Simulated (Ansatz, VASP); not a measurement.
# MgTe4: VASP beside Ansatz

```
CELL_PARAMETERS angstrom
3.30224 1.90655 4.55803
-3.30224 1.90655 4.55803
0.00000 -3.81310 4.55803
ATOMIC_POSITIONS crystal
Mg 0.00000 0.00000 0.00000
Te 0.00000 0.00000 0.50000
Te 0.50000 0.00000 0.00000
Te 0.00000 0.50000 0.00000
Te 0.50000 0.50000 0.50000
```

Alike in both runs: task relaxation of cell and atoms; functional PBE; k mesh 3 × 3 × 3; occupations gaussian, width 0.1 eV; no spin polarisation.

```csv
,VASP,Ansatz
version,VASP 6.6.1,Ansatz 0.2.0
potentials or method,"VASP PAW PBE potentials, release 64 (Mg, Te), cutoff 600 eV","scalar-relativistic, plane waves, PAW"
valence electrons in the cell,26,74
```

Ansatz gave:

| Item | Value |
| --- | --- |
| gap on the k mesh at the Fermi level, each at its own relaxed structure (eV) | none |
| relaxed volume (Å³/atom) | 33.29 |
| relaxed cell length with the largest relative difference (Å) | 5.863 |

Estimate VASP's values.

gap on the k mesh at the Fermi level, each at its own relaxed structure (eV): none; relaxed volume (Å³/atom): 33.21; relaxed cell length with the largest relative difference (Å): 5.857.

A gap of «none» marks a metal or a gap that the smearing closes. VASP's potentials hold 26 valence electrons a cell and Ansatz's 74, so a difference there can come from the potentials and not from the codes.

The k mesh is coarse, so the values compare programs but aren't converged. Neither program's run includes spin-orbit coupling.
